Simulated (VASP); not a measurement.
# PtSe2: single point with PBEsol

Crystal: PtSe2.

```
Pt Se
1.0
     3.57504    0.00000    0.00000
    -1.78752    3.09608    0.00000
     0.00000    0.00000    5.46696
Pt Se
1 2
Cartesian
  0.0000 0.0000 0.0000
  0.0000 2.0641 1.3667
  1.7875 1.0320 4.1002
```

This cell differs from its parent crystal: strain -0.040 along x and y, +0.080 along z.

* Program: VASP 6.6.1
* Task: single point
* Functional: PBEsol
* Potentials or basis: VASP PAW PBE potentials, release 64 (Pt, Se)
* Cutoff: 520 eV
* k mesh: 12 × 12 × 10
* Occupations: gaussian, width 0.15 eV
* Spin: no spin polarisation

```
Pressure               : 6.5 GPa
Largest force          : 0.104 eV/Å
Band gap on the k mesh : zero (band 11 reaches 6.45 eV, above the bottom of band 12 at 6.42 eV)
```

Forces on the atoms (eV/Å):
```
Pt   0.000  0.000  0.000
Se   0.000  0.000  0.104
Se   0.000  0.000 -0.104
```

Stress tensor (GPa, compression positive):
```
9.16 0.00 0.00
0.00 9.16 0.00
0.00 0.00 1.05
```

Levels at points of the mesh, in eV from the Fermi level:
| k point | band 9 | band 10 | band 11 | band 12 | band 13 | band 14 |
| --- | --- | --- | --- | --- | --- | --- |
| (0.00, 0.00, 0.00) | -0.67 | -0.67 | 0.07 | 1.87 | 1.87 | 4.17 |
| (0.50, 0.00, 0.00) | -3.27 | -2.94 | -2.78 | 0.83 | 2.36 | 4.94 |
| (0.00, 0.00, 0.50) | -1.82 | -0.97 | -0.97 | 2.47 | 2.47 | 4.89 |
| (0.50, 0.00, 0.50) | -2.91 | -2.43 | -1.74 | 1.30 | 1.97 | 4.03 |

Run time: 59 s on 1 thread of Intel(R) Xeon(R) 6975P-C (Granite Rapids) (shared host), peak memory 0.31 GiB.

Caveat: the cell differs from its parent crystal (strain -0.040 along x and y, +0.080 along z); the PAW data sets were made with another functional, which shifts forces and pressure a little; spin-orbit coupling is left out, which moves the levels of the heavy elements.
